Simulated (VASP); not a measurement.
SnO (Romarchite):

```
Sn O
1.0
     3.79860    0.00000    0.00000
     0.00000    3.79860    0.00000
     0.00000    0.00000    4.84080
Sn O
2 2
Direct
  0.50000 0.00000 0.23690
  0.00000 0.50000 0.76310
  0.00000 0.00000 0.00000
  0.50000 0.50000 0.00000
```

```yaml
Program: VASP 6.6.1
Task: relaxation of cell and atoms
Functional: PBE
Dispersion: D3(BJ)
Potentials_or_basis: VASP PAW PBE potentials, release 64 (Sn_d, O)
Cutoff: 600 eV
k_mesh: 10 × 10 × 8
Occupations: gaussian, width 0.05 eV
Spin: no spin polarisation
```

At the start: pressure 2.8 GPa; volume 17.46 Å³/atom.

How do energy, volume and symmetry change on relaxing?

Over 12 steps the energy falls by 7.0 meV/atom and the volume is 17.43 Å³/atom (-0.2 %); space group P4/nmm (No. 129, to 0.05 Å).

The path:
```
step  energy change (eV)  largest force (eV/Å)  pressure (GPa)  volume (Å³)
   1              0.0000                0.6014            2.84        69.85
   2              0.0007                0.5045           -2.94        73.03
   3             -0.0222                0.0347           -0.21        71.39
   4             -0.0222                0.0462           -0.09        71.36
   5             -0.0234                0.0557           -0.12        71.23
   6             -0.0256                0.0848           -0.12        70.85
   7             -0.0243                0.1392           -0.06        70.08
   8             -0.0261                0.1069           -0.12        70.61
   9             -0.0270                0.0460           -0.19        70.36
  10             -0.0275                0.0317           -0.32        70.05
  11             -0.0276                0.0245            0.25        69.47
  12             -0.0278                0.0012            0.01        69.72
```

Final structure:
```
Sn O
1.0
     3.83698    0.00000    0.00000
     0.00000    3.83698    0.00000
     0.00000    0.00000    4.73537
Sn O
2 2
Direct
  0.50000 0.00000 0.24531
  0.00000 0.50000 0.75469
  0.00000 0.00000 0.00000
  0.50000 0.50000 0.00000
```

Caveat: pairwise dispersion overbinds metals, which lowers pressure and volume.
